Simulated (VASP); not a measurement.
# Sc (P6_3/mmc) in VASP: further runs, part 2 of 2

VASP 6.6.1. The steps go on from the part before.

**3. Relaxation of cell and atoms, PBE**

This run uses another cell than the first one, of 25.99 Å³/atom.

The input, INCAR:

```
SYSTEM = Sc
ALGO = Fast
EDIFF = 1E-6
EDIFFG = -0.01
ENCUT = 600
GGA = PE
IBRION = 2
ISIF = 3
ISMEAR = 0
LASPH = .TRUE.
LCHARG = .FALSE.
LREAL = .FALSE.
LWAVE = .FALSE.
NELM = 80
NSW = 80
PREC = Accurate
SIGMA = 0.1
```

The input, KPOINTS:

```
k-points
0
G
  15 15 8
  0 0 0
```

The input, POSCAR:

```
Sc
1.0
    3.3817399840      0.0000000000      0.0000000000
   -1.6908699920      2.9286727352      0.0000000000
    0.0000000000      0.0000000000      5.2476798447
Sc
2
Direct
    0.3333333333      0.6666666667      0.2500000000
    0.6666666667      0.3333333333      0.7500000000
```

Potentials or basis: VASP PAW PBE potentials, release 64 (Sc_sv).

Launch:

```bash
$ cat potpaw_PBE.64/Sc_sv/POTCAR > POTCAR
$ mpirun -np 1 vasp_std > vasp.out
```

Run time: 2.2 min. Hardware: 1 thread of Intel Xeon 6975P-C (Granite Rapids), shared host; peak memory 0.26 GiB.

Results (log left out):

```
Free energy                           : -12.5088 eV
Relaxed volume                        : 24.67 Å³/atom
Relaxed cell                          : a = 3.321 Å, b = 3.321 Å, c = 5.164 Å, α = 90.00°, β = 90.00°, γ = 120.00°
Space group after relaxing (to 0.1 Å) : P6_3/mmc (No. 194)
Energy gained by relaxing             : 11.1 meV/atom
Ionic steps                           : 3
Pressure after relaxing               : 0.0 GPa
Band gap on the k mesh                : zero (bands 11 and 12 overlap by 1.48 eV)
```

The path:
```csv
step,energy change (eV),largest force (eV/Å),pressure (GPa),volume (Å³)
1,0.0000,0.0000,-2.58,51.97
2,-0.0214,0.0000,0.53,48.88
3,-0.0221,0.0000,-0.02,49.34
```

Final structure:
```yaml
crystal:
  lattice:
    - [3.32146, 0.00000, 0.00000]
    - [-1.66073, 2.87647, 0.00000]
    - [0.00000, 0.00000, 5.16442]
  atoms:
    - { symbol: Sc, position: [0.33333, 0.66667, 0.25000] }
    - { symbol: Sc, position: [0.66667, 0.33333, 0.75000] }
```

Levels at points of the mesh, in eV from the Fermi level:
| k point | band 7 | band 8 | band 9 | band 10 | band 11 | band 12 | band 13 | band 14 | band 15 |
| --- | --- | --- | --- | --- | --- | --- | --- | --- | --- |
| (0.00, 0.00, 0.00) | -27.84 | -27.81 | -5.13 | -1.63 | 0.62 | 1.59 | 1.59 | 1.86 | 2.04 |
| (0.00, 0.00, 0.50) | -27.88 | -27.88 | -3.58 | -3.58 | 0.98 | 0.98 | 1.50 | 1.50 | 1.50 |

**4. Single point, PBE**

This run uses another cell than the first one: it holds 4 atoms, not 2.

The input, INCAR:

```
SYSTEM = Sc
ALGO = Fast
EDIFF = 1E-7
ENCUT = 520
GGA = PE
ISIF = 2
ISMEAR = 0
LASPH = .TRUE.
LCHARG = .TRUE.
LELF = .TRUE.
LREAL = .FALSE.
LVHAR = .TRUE.
LWAVE = .FALSE.
NBANDS = 30
NELM = 100
PREC = Accurate
SIGMA = 0.1
```

The input, KPOINTS:

```
k-points
0
G
  12 8 8
  0 0 0
```

The input, POSCAR:

```
Sc
1.0
   -3.3200829614      0.0000000000      0.0000000000
    0.0000000000      0.0000000000     -5.1643557051
    0.0000000000     -5.7505523745      0.0000000000
Sc
4
Direct
    0.5000000000      0.7500000000      0.1666666667
    0.0000000000      0.7500000000      0.6666666667
    0.0000000000      0.2500000000      0.3333333333
    0.5000000000      0.2500000000      0.8333333333
```

Potentials or basis: VASP PAW PBE potentials, release 64 (Sc_sv).

Launch:

```bash
$ cat potpaw_PBE.64/Sc_sv/POTCAR > POTCAR
$ mpirun -np 1 vasp_std > vasp.out
```

OUTCAR:

```text
SYSTEM = Sc
   EDIFF = 1E-7
   ENCUT = 520
   GGA = PE
   ISIF = 2
   ISMEAR = 0
   LASPH = .TRUE.
   LREAL = .FALSE.
   NELM = 100
   PREC = Accurate

 ion  position               nearest neighbor table
   1  0.500  0.750  0.167-   3 3.22   3 3.22   3 3.22   3 3.22   4 3.22   4 3.22   2 3.32   2 3.32
                             2 3.32   2 3.32
   2  0.000  0.750  0.667-   4 3.22   4 3.22   4 3.22   4 3.22   3 3.22   3 3.22   1 3.32   1 3.32
                             1 3.32   1 3.32
[... 1021 lines left out ...]
  --------------------------------------------------------------------------------------
  -------------------------------------------------------------------------------------
  Total       -0.0136429     -0.0020679      0.0046288      0.0000000      0.0000000      0.0000000
  in kB       -0.2216888     -0.0336019      0.0752145      0.0000000      0.0000000      0.0000000
  external PRESSURE =      -0.0600254 kB  Pullay stress =       0.0000000 kB

 VOLUME and BASIS-vectors are now :
 -----------------------------------------------------------------------------
  energy-cutoff  :      520.00
  volume of cell :       98.60
      direct lattice vectors                 reciprocal lattice vectors
    -3.320082961  0.000000000  0.000000000    -0.301197293  0.000000000  0.000000000
     0.000000000  0.000000000 -5.164355705     0.000000000  0.000000000 -0.193634997
     0.000000000 -5.750552374  0.000000000     0.000000000 -0.173896338  0.000000000

 POSITION                                       TOTAL-FORCE (eV/Angst)
 -----------------------------------------------------------------------------------
     -1.66004     -0.95843     -3.87327         0.000000     -0.000878     -0.000000
      0.00000     -3.83370     -3.87327         0.000000     -0.000878      0.000000
      0.00000     -1.91685     -1.29109         0.000000      0.000878      0.000000
     -1.66004     -4.79213     -1.29109         0.000000      0.000878      0.000000
 -----------------------------------------------------------------------------------
    total drift:                               -0.000000     -0.000000     -0.000000

  FREE ENERGIE OF THE ION-ELECTRON SYSTEM (eV)
  ---------------------------------------------------
  free  energy   TOTEN  =       -25.0168049909 eV

  energy  without entropy=      -24.9753720451  energy(sigma->0) =      -24.99608852
```

OSZICAR:

```text
N       E                     dE             d eps       ncg     rms          rms(c)
DAV:   1     0.910604394675E+03    0.91060E+03   -0.20028E+04 10532   0.156E+03
DAV:   2     0.418477213917E+02   -0.86876E+03   -0.85509E+03 14900   0.720E+02
[... 13 lines left out ...]
RMM:  16    -0.250168018547E+02   -0.36594E-05   -0.58676E-05 15102   0.286E-02    0.215E-03
RMM:  17    -0.250168043943E+02   -0.25395E-05   -0.18568E-05 14119   0.152E-02    0.647E-04
RMM:  18    -0.250168049667E+02   -0.57242E-06   -0.79079E-06 12325   0.791E-03    0.439E-04
RMM:  19    -0.250168049472E+02    0.19512E-07   -0.25123E-06 11615   0.540E-03    0.488E-04
RMM:  20    -0.250168049981E+02   -0.50888E-07   -0.13925E-06 10951   0.349E-03    0.245E-04
RMM:  21    -0.250168049909E+02    0.71923E-08   -0.55562E-07 10259   0.282E-03
   1 F= -.25016805E+02 E0= -.24996089E+02  d E =-.414329E-01
```

It took 5.4 min on 1 thread of Intel Xeon 6975P-C (Granite Rapids), shared host; peak memory 0.49 GiB.

What came out:

| Quantity | Value |
| --- | --- |
| Free energy | -25.0168 eV |
| Pressure | 0.0 GPa |
| Band gap on the k mesh | zero (bands 22 and 23 overlap by 0.88 eV) |

**5. The runs side by side**

| task | cell | k mesh | cutoff (eV) | gap on the mesh (eV) | pressure (GPa) |
| --- | --- | --- | --- | --- | --- |
| single point | a = 3.320, b = 3.320, c = 5.164 Å, angles 90.0, 90.0, 120.0°, 2 atoms, atomic positions A | 15 × 15 × 8 | 520 | none | 0.0 |
| relaxation of cell and atoms | relaxed from a = 3.382, b = 3.382, c = 5.248 Å, angles 90.0, 90.0, 120.0°, 2 atoms, atomic positions A | 15 × 15 × 8 | 600 | none | 0.0 |
| single point | a = 3.320, b = 5.164, c = 5.751 Å, 4 atoms, atomic positions B | 12 × 8 × 8 | 520 | none | 0.0 |

Alike in all rows: level PBE; potentials or basis VASP PAW PBE potentials, release 64 (Sc_sv); no spin polarisation; smearing gaussian 0.1 eV.

Total energies depend on the potentials used, so only differences within one code and one set of settings carry meaning.
